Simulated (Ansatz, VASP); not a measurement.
**Two plane-wave programs on VN2**

File INCAR:

```
PREC = Accurate
ENCUT = 520
EDIFF = 1E-7
ISMEAR = 0
SIGMA = 0.15
LREAL = False
LASPH = True
NELM = 60
ALGO = Normal
ISIF = 2
LWAVE = False
LCHARG = False
GGA = PS
NBANDS = 32
```

Contents of KPOINTS:

```
Automatic mesh
0
Gamma
  16 16 16
```

Contents of POSCAR:

```
VN2
1.0
   -2.1463000240      2.1143451850      2.4552814625
    2.1463000240     -2.1143451850      2.4552814625
    2.1463000240      2.1143451850     -2.4552814625
V N
2 4
Direct
    0.2500000000      0.2500000000      0.0000000000
    0.7500000000      0.7500000000      0.0000000000
    0.1142608421      0.6142608421      0.7285216842
    0.6142608421      0.8857391579      0.5000000000
    0.8857391579      0.3857391579      0.2714783158
    0.3857391579      0.1142608421      0.5000000000
```

Input for Ansatz:

```yaml
crystal:
  lattice:
    - [-2.146300024, 2.114345185, 2.4552814625]
    - [2.146300024, -2.114345185, 2.4552814625]
    - [2.146300024, 2.114345185, -2.4552814625]
  atoms:
    - { symbol: V, position: [0.25, 0.25, 0.0] }
    - { symbol: V, position: [0.75, 0.75, 0.0] }
    - { symbol: "N", position: [0.1142608421, 0.6142608421, 0.7285216842] }
    - { symbol: "N", position: [0.6142608421, 0.8857391579, 0.5] }
    - { symbol: "N", position: [0.8857391579, 0.3857391579, 0.2714783158] }
    - { symbol: "N", position: [0.3857391579, 0.1142608421, 0.5] }
basis:
  ecutwfc: 420
kpoints:
  mp_grid: { grid: [16, 16, 16] }
hamiltonian:
  xc: pbesol
scf:
  occupations: { method: gaussian, width: 0.15 }
output:
  forces: true
  stress: true
  eigenvalues: true
  write_density: true
  write_potential: true
  elf: true
  volumetric_format: npy
```

Change from the starting cell: strain +0.0075 x Voigt [1, -1, 0, 0, 0, 0], atoms carried along.

Alike in both runs: task single point; functional PBEsol; k mesh 16 × 16 × 16; occupations gaussian, width 0.15 eV; no spin polarisation.

|  | VASP | Ansatz |
| --- | --- | --- |
| version | VASP 6.6.1 | Ansatz 0.2.0 |
| potentials or method | VASP PAW PBE potentials, release 64 (V_sv, N), cutoff 520 eV | scalar-relativistic, plane waves, PAW |
| valence electrons in the cell | 46 | 46 |

|  | VASP | Ansatz | Ansatz less VASP |
| --- | --- | --- | --- |
| gap on the k mesh at the Fermi level (eV) | none | none | - |
| pressure (GPa) | 1.0 | 0.1 | -0.84 |
| traceless stress, the component that is largest in VASP (GPa) | 3.90 | 3.72 | -0.174 |
| rms of the force components (eV/Å) | 0.056 | 0.040 | -0.0165 |

VASP's potentials were made for PBE, not for PBEsol. Atom by atom the forces differ by 0.040 eV/Å (rms over components). A gap of «none» marks a metal or a gap that the smearing closes.
